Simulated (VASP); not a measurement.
Ga, 2 atoms in the cell. Symmetry: C2/c, No. 15, monoclinic system. Conventional cell: a = 2.719 Å, b = 7.916 Å, c = 3.276 Å, α = 90.00°, β = 92.02°, γ = 90.00°. Ga (site symmetry 2) has 10 Ga at 2.64 to 3.28 Å within 3.5 Å.  This cell differs from its parent crystal: volume scaled by 0.95.

* Program: VASP 6.6.1
* Task: single point
* Functional: PBE
* Potentials or basis: VASP PAW PBE potentials, release 64 (Ga_d)
* Cutoff: 520 eV
* k mesh: 14 × 14 × 11
* Occupations: fermi-dirac, width 0.03 eV
* Spin: no spin polarisation
* Dipole correction: no
* Further INCAR settings: ALGO = Normal; EDIFF = 1e-06; NBANDS = 20

Potentials or basis: VASP PAW PBE potentials, release 64 (Ga_d).

Command:

```bash
$ cat potpaw_PBE.64/Ga_d/POTCAR > POTCAR
$ mpirun -np 1 vasp_std > vasp.out
```

Hardware: 1 thread of AMD EPYC 9R45 96-Core Processor (Zen 5), with other jobs on the host.

Task: Estimate the wall time of this run.

Result: Wall time 2.6 min on 1 thread of AMD EPYC 9R45 96-Core Processor (Zen 5), with other jobs on the host, peak memory 0.39 GiB. Counts: scf iterations 11, k points 582.
